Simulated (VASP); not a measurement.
The system is LiTa.

```
Ta Li
1.0
     3.40500    0.00000    0.00000
     0.00000    3.40500    0.00000
     0.00000    0.00000    3.40500
Ta Li
1 1
Cartesian
  0.0000 0.0000 0.0000
  1.7025 1.7025 1.7025
```

```yaml
Program: VASP 6.6.1
Task: relaxation of volume and atoms at fixed shape
Functional: PBE
Potentials_or_basis: VASP PAW PBE potentials, release 64 (Ta_pv, Li_sv)
Cutoff: 600 eV
k_mesh: 13 × 13 × 13
Occupations: methfessel-paxton, width 0.1 eV
Spin: no spin polarisation
```

At the start: pressure -16.4 GPa; volume 19.74 Å³/atom.

Task: How do energy, volume and symmetry change on relaxing?

Result: Over 3 steps the energy falls by 306.1 meV/atom and the volume is 15.01 Å³/atom (-24.0 %); space group Pm-3m (No. 221, to 0.1 Å) before and after.

Step by step:
```csv
step,energy change (eV),largest force (eV/Å),pressure (GPa),volume (Å³)
1,0.0000,0.0000,-16.44,39.48
2,-0.5994,0.0000,4.04,29.00
3,-0.6122,0.0000,0.10,30.02
```

Final structure:
```
CELL_PARAMETERS angstrom
3.10787 0.00000 0.00000
0.00000 3.10787 0.00000
0.00000 0.00000 3.10787
ATOMIC_POSITIONS crystal
Ta 0.00000 0.00000 0.00000
Li 0.50000 0.50000 0.50000
```

Caveat: the cutoff is under 1.25 times the usual one of these potentials, so pressure, stress and relaxed cells hold a basis-set (Pulay) error; the volume moved by over 15 % at a fixed basis, so the end points are rough.
